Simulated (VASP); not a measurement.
Write the native input for VASP 6.6.1 that does the following.

- Task: single point
- Functional: PBEsol
- Potentials or basis: VASP PAW PBE potentials, release 64 (Ta_pv, C)
- Cutoff: 520 eV
- k mesh: 11 × 11 × 1
- Occupations: gaussian, width 0.1 eV
- Spin: no spin polarisation
- Dipole correction: yes
- Further INCAR settings: ALGO = Normal; EDIFF = 1e-06; NBANDS = 32

The structure of Ta4C lies in POSCAR:

```
Ta4C
1.0
    2.8410132457      0.0000000000      0.0000000000
   -0.9470044152      2.6785329753      0.0000000000
    0.0000000000      0.0000000000     25.9590328043
Ta C
4 1
Direct
    0.5000000000      0.5000000000      0.3274390099
    0.0000000000      0.0000000000      0.4167981790
    0.4987988739      0.5012011261      0.5045180978
   -0.0321187054      0.0321187054      0.6007330300
    0.3533680280      0.6466319720      0.6387751056
```

These files were run (other wordings do the same):

INCAR

```
PREC = Accurate
ENCUT = 520
EDIFF = 1E-6
ISMEAR = 0
SIGMA = 0.1
LREAL = F
LASPH = T
NELM = 80
ALGO = Normal
ISIF = 2
LWAVE = F
LCHARG = F
LDIPOL = T
IDIPOL = 3
DIPOL = 0.5 0.5 0.498
GGA = PS
NBANDS = 32
```

KPOINTS

```
regular mesh
0
Gamma
  11 11 1
```

Potentials or basis: VASP PAW PBE potentials, release 64 (Ta_pv, C).

Command:

```sh
$ cat potpaw_PBE.64/Ta_pv/POTCAR potpaw_PBE.64/C/POTCAR > POTCAR
$ mpirun -np 1 vasp_std > vasp.out
```

Results of the run:

The largest force is 0.433 eV/Å and the band gap on the k mesh is zero (band 24 reaches -0.06 eV, above the bottom of band 25 at -1.59 eV).

Caveat: the PAW data sets were made with another functional, which shifts forces and pressure a little; spin-orbit coupling is left out, which moves the levels of the heavy elements.

Run time: 11 min on 1 thread of AMD EPYC 7R13 Processor (Zen 3), on a shared host, peak memory 0.41 GiB.
